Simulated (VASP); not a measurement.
Here is a VASP 6.6.1 calculation.

INCAR

```
SYSTEM = Ge4Se3
ALGO = Normal
EDIFF = 1E-6
ENCUT = 520
GGA = PE
ISIF = 2
ISMEAR = 0
LASPH = .True.
LCHARG = .True.
LELF = .True.
LREAL = .False.
LVHAR = .True.
LWAVE = .False.
NBANDS = 46
NELM = 80
PREC = Accurate
SIGMA = 0.1
```

KPOINTS

```
k-points
0
Gamma
  8 8 8
  0 0 0
```

Contents of POSCAR:

```
Ge4Se3
1.0
    5.5518809702      0.0000000000      0.0000000000
    0.0000000000      5.5518809702      0.0000000000
    0.0000000000      0.0000000000      5.5518809702
Ge Se
4 3
Direct
    0.6905881987      0.6905881987      0.6905881987
    0.3094118013      0.3094118013      0.6905881987
    0.3094118013      0.6905881987      0.3094118013
    0.6905881987      0.3094118013      0.3094118013
    0.0000000000      0.0000000000      0.5000000000
    0.5000000000      0.0000000000      0.0000000000
    0.0000000000      0.5000000000      0.0000000000
```

Potentials or basis: VASP PAW PBE potentials, release 64 (Ge_d, Se).

Run with:

```console
$ cat potpaw_PBE.64/Ge_d/POTCAR potpaw_PBE.64/Se/POTCAR > POTCAR
$ mpirun -np 1 vasp_std > vasp.out
```

What does it give for the largest force?

0.013 eV/Å.

Predict the band gap on the k mesh.

zero (bands 37 and 38 overlap by 1.93 eV).

Predict the pressure.

0.0 GPa.

Forces on the atoms (eV/Å):
```
Ge  -0.007 -0.007 -0.007
Ge   0.007  0.007 -0.007
Ge   0.007 -0.007  0.007
Ge  -0.007  0.007  0.007
Se   0.000  0.000  0.000
Se   0.000  0.000  0.000
Se   0.000  0.000  0.000
```
